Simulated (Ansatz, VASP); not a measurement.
Zn: VASP beside Ansatz

```
Zn
1.0
     0.00000    2.66571    2.66571
     2.66571    0.00000    2.66571
     2.66571    2.66571    0.00000
Zn
2
Direct
  0.74000 0.92000 0.92000
  0.26000 0.08000 0.08000
```

Change from the starting cell: shortest bond scaled by 0.64, PAW files.

Alike in both runs: task electric field gradients; functional r2SCAN; k mesh 10 × 10 × 10; occupations fermi-dirac, width 0.05 eV; no spin polarisation.

```csv
,VASP,Ansatz
version,VASP 6.6.1,Ansatz 0.2.0
potentials or method,"VASP PAW PBE potentials, release 64 (Zn)","PAW with Ansatz's default frozen-core files, scalar-relativistic"
plane-wave cutoff (eV),520,500
valence electrons in the cell,24,24
```

```tsv
	VASP	Ansatz	Ansatz less VASP
pressure (GPa)	95.4	85.8	-9.61
traceless stress, the component that is largest in VASP (GPa)	-100.37	-90.62	+9.752
rms of the force components (eV/Å)	27.769	25.029	-2.7397
size of Vzz on the site where it differs most (V/Å²)	84.2	90.1	+5.91
```

VASP's potentials were made for PBE, not for r2SCAN. Atom by atom the forces differ by 2.740 eV/Å (rms over components). The pressures are high and differ by over a tenth, so treat them with care. One of these differences is far larger than is usual between the two programs; its cause wasn't traced.

Noted on VASP's run: the cell as given lies far from equilibrium.
